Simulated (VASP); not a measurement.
Wanted: the native input for a VASP 6.6.1 run.

* Task: single point
* Functional: PBEsol
* Potentials or basis: VASP PAW PBE potentials, release 64 (Ta_pv, N)
* Cutoff: 520 eV
* k mesh: 6 × 6 × 8
* Occupations: gaussian, width 0.05 eV
* Spin: collinear spin
* Starting moments: [0.05, -0.05, -0.05, 0.0, 0.0, 0.0] μB
* Dipole correction: no
* Further INCAR settings: ALGO = Normal; EDIFF = 1e-07; NBANDS = 37

The structure of TaN lies in POSCAR:

```
TaN
1.0
    5.2450977198      0.0000000000      0.0000000000
   -2.6225488599      4.5423878707      0.0000000000
    0.0000000000      0.0000000000      2.9146377370
Ta N
3 3
Direct
    0.0000000000      0.0000000000      0.0000000000
    0.3333333333      0.6666666667      0.5000000000
    0.6666666667      0.3333333333      0.5000000000
    0.5000000000      0.0000000000      0.0000000000
    0.5000000000      0.5000000000      0.0000000000
    0.0000000000      0.5000000000      0.0000000000
```

One way to write it, as run:

INCAR

```
PREC = Accurate
ENCUT = 520
EDIFF = 1E-7
ISMEAR = 0
SIGMA = 0.05
LREAL = F
LASPH = T
NELM = 150
ALGO = Normal
ISIF = 2
LWAVE = F
LCHARG = F
ISPIN = 2
MAGMOM = 0.05 -0.05 -0.05 0 0 0
LORBIT = 11
LMAXMIX = 4
GGA = PS
NBANDS = 37
```

KPOINTS

```
regular mesh
0
Gamma
  6 6 8
```

Potentials or basis: VASP PAW PBE potentials, release 64 (Ta_pv, N).

Launch:

```bash
$ cat potpaw_PBE.64/Ta_pv/POTCAR potpaw_PBE.64/N/POTCAR > POTCAR
$ mpirun -np 1 vasp_std > vasp.out
```

It gave:

The pressure is -4.9 GPa. The band gap on the k mesh is zero (filled and empty bands overlap). The net moment is 0.00 μB per cell and the valence electrons inside the program's atomic spheres are Ta 8.61, 9.01 (each value once); N 3.77.

Caveat: the cell stands under tension; the PAW data sets were made with another functional, which shifts forces and pressure a little; spin-orbit coupling is left out, which moves the levels of the heavy elements.

It took 75 s on 1 thread of Intel(R) Xeon(R) 6975P-C (Granite Rapids), on a shared host, peak memory 0.3 GiB.
